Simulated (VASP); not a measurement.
Set up this calculation in VASP 6.6.1, as the native input.

```
Task                   : single point
Functional             : PBE
Potentials or basis    : VASP PAW PBE potentials, release 64 (Ge_d)
Cutoff                 : 520 eV
k mesh                 : 15 × 15 × 15
Occupations            : fermi-dirac, width 0.08 eV
Spin                   : no spin polarisation
Dipole correction      : no
Further INCAR settings : ALGO = Normal; EDIFF = 1e-06; NBANDS = 13
```

The structure of Ge lies in POSCAR:

```
Ge
1.0
    2.3833675579      0.0000000000      0.0000000000
    0.0000000000      2.3833675579      0.0000000000
    0.0000000000      0.0000000000      2.3833675579
Ge
1
Direct
    0.0000000000      0.0000000000      0.0000000000
```

This cell differs from its parent crystal: volume scaled by 0.68.

The input as run:

INCAR

```
PREC = Accurate ; ENCUT = 520
EDIFF = 1E-6 ; ISMEAR = -1
SIGMA = 0.08 ; LREAL = F
LASPH = T ; NELM = 80
ALGO = Normal ; ISIF = 2
LWAVE = F ; LCHARG = T
GGA = PE ; LELF = T
LVHAR = T ; NBANDS = 13
```

KPOINTS

```
regular mesh
0
Gamma
  15 15 15
```

Potentials or basis: VASP PAW PBE potentials, release 64 (Ge_d).

Launch:

```console
$ cat potpaw_PBE.64/Ge_d/POTCAR > POTCAR
$ mpirun -np 1 vasp_std > vasp.out
```

It gave:

| Item | Value |
| --- | --- |
| Pressure | 64.2 GPa |
| Band gap on the k mesh | zero (band 7 reaches 19.59 eV, above the bottom of band 8 at 7.88 eV) |

Run time: 5.9 s on 1 thread of Intel(R) Xeon(R) 6975P-C (Granite Rapids) (shared host), peak memory 0.12 GiB.
